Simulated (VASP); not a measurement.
Set up this calculation in VASP 6.6.1, as the native input.

| Item | Value |
| --- | --- |
| Task | single point |
| Functional | PBE |
| Potentials or basis | VASP PAW PBE potentials, release 64 (Li_sv, H) |
| Cutoff | 520 eV |
| k mesh | 12 × 12 × 6 |
| Occupations | fermi-dirac, width 0.02 eV |
| Spin | no spin polarisation |
| Dipole correction | no |
| Further INCAR settings | ALGO = Normal; EDIFF = 1e-06; NBANDS = 12 |

The structure of LiH lies in POSCAR:

```
LiH
1.0
    3.1386262190      0.0000000000      0.0000000000
   -1.5693131095      2.7181300386      0.0000000000
    0.0000000000      0.0000000000      4.0690682547
Li H
2 2
Direct
    0.3333333333      0.6666666667      0.2500000000
    0.6666666667      0.3333333333      0.7500000000
    0.6666666667      0.3333333333      0.2500000000
    0.3333333333      0.6666666667      0.7500000000
```

This cell differs from its parent crystal: biaxial xy strain -3.6%.

These files were run (other wordings do the same):

INCAR

```
ALGO = Normal ; EDIFF = 1E-6
ENCUT = 520 ; GGA = PE
ISIF = 2 ; ISMEAR = -1
LASPH = T ; LCHARG = F
LREAL = F ; LWAVE = F
NBANDS = 12 ; NELM = 80
PREC = Accurate ; SIGMA = 0.02
```

KPOINTS

```
k-points
0
Gamma
  12 12 6
```

Potentials or basis: VASP PAW PBE potentials, release 64 (Li_sv, H).

Launch:

```bash
$ cat potpaw_PBE.64/Li_sv/POTCAR potpaw_PBE.64/H/POTCAR > POTCAR
$ mpirun -np 1 vasp_std > vasp.out
```

Results of the run:

* Band gap on the k mesh: 1.96 eV (least direct gap 2.87 eV)

Caveat: the cell differs from its parent crystal (biaxial xy strain -3.6%).

Run time: 30 s on 1 thread of AMD EPYC 7R43 64-Core Processor (Zen 3) (shared host), peak memory 0.12 GiB.
